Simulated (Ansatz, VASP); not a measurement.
**BeBrF in VASP and in Ansatz**

```
CELL_PARAMETERS angstrom
3.63185 0.00000 0.00000
0.00000 3.63185 0.00000
0.00000 0.00000 6.97183
ATOMIC_POSITIONS crystal
Be 0.00000 0.50000 0.17890
Be 0.50000 0.00000 0.82110
Br 0.00000 0.50000 0.61830
Br 0.50000 0.00000 0.38170
F 0.00000 0.00000 0.00000
F 0.50000 0.50000 0.00000
```

Alike in both runs: task single point; functional r2SCAN; k mesh 7 × 7 × 4; no spin polarisation.

|  | VASP | Ansatz |
| --- | --- | --- |
| version | VASP 6.6.1 | Ansatz 0.2.0 |
| potentials or method | VASP PAW PBE potentials, release 64 (Be, Br, F), cutoff 520 eV | PAW plane waves |
| occupations | fermi-dirac, width 0.1 eV | fermi-dirac |
| valence electrons in the cell | 32 | 32 |

|  | VASP | Ansatz | Ansatz less VASP |
| --- | --- | --- | --- |
| pressure (GPa) | -9.5 | -9.4 | +0.10 |
| traceless stress, the component that is largest in VASP (GPa) | 1.24 | 1.25 | +0.004 |
| rms of the force components (eV/Å) | 1.076 | 1.078 | +0.0022 |

VASP's potentials were made for PBE, not for r2SCAN. Atom by atom the forces differ by 0.002 eV/Å (rms over components).
